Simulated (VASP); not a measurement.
Set up this calculation in VASP 6.6.1, as the native input.

```yaml
Task: relaxation of cell and atoms
Functional: PBE
Potentials_or_basis: VASP PAW PBE potentials, release 64 (Si, C)
Cutoff: 600 eV
k_mesh: 16 × 16 × 16
Occupations: fermi-dirac, width 0.1 eV
Spin: no spin polarisation
Dipole_correction: no
Further_INCAR_settings: ALGO = Normal; EDIFF = 1e-06; IBRION = 2; EDIFFG = -0.005; NSW = 60; ISIF = 3
```

The structure of SiC (rocksalt type) lies in POSCAR:

```
SiC
1.0
    0.0000000000      2.1544346900      2.1544346900
    2.1544346900      0.0000000000      2.1544346900
    2.1544346900      2.1544346900      0.0000000000
Si C
1 1
Direct
    0.0000000000      0.0000000000      0.0000000000
    0.5000000000      0.5000000000      0.5000000000
```

These files were run (other wordings do the same):

INCAR

```
SYSTEM = SiC
PREC = Accurate
ENCUT = 600
EDIFF = 1E-6
ISMEAR = -1
SIGMA = 0.1
LREAL = .False.
LASPH = .True.
NELM = 60
ALGO = Normal
ISIF = 3
LWAVE = .False.
LCHARG = .False.
GGA = PE
IBRION = 2
NSW = 60
EDIFFG = -0.005
```

KPOINTS

```
Automatic mesh
0
Gamma
  16 16 16
  0 0 0
```

Potentials or basis: VASP PAW PBE potentials, release 64 (Si, C).

Command:

```bash
$ cat potpaw_PBE.64/Si/POTCAR potpaw_PBE.64/C/POTCAR > POTCAR
$ mpirun -np 1 vasp_std > vasp.out
```

Results of the run:

The relaxed volume is 8.35 Å³/atom and the relaxed cell is a = 2.870 Å, b = 2.870 Å, c = 2.870 Å, α = 60.00°, β = 60.00°, γ = 60.00°. The space group after relaxing (to 0.1 Å) is Fm-3m (No. 225) and the energy gained by relaxing is 177.6 meV/atom. The ionic steps are 6. The pressure after relaxing is 0.0 GPa and the band gap on the k mesh is zero (bands 4 and 5 overlap by 1.05 eV).

Caveat: the volume moved by over 15 % at a fixed basis, so the end points are rough.

Run time: 69 s on 1 thread of Intel Xeon 8259CL (shared host), peak memory 0.16 GiB.
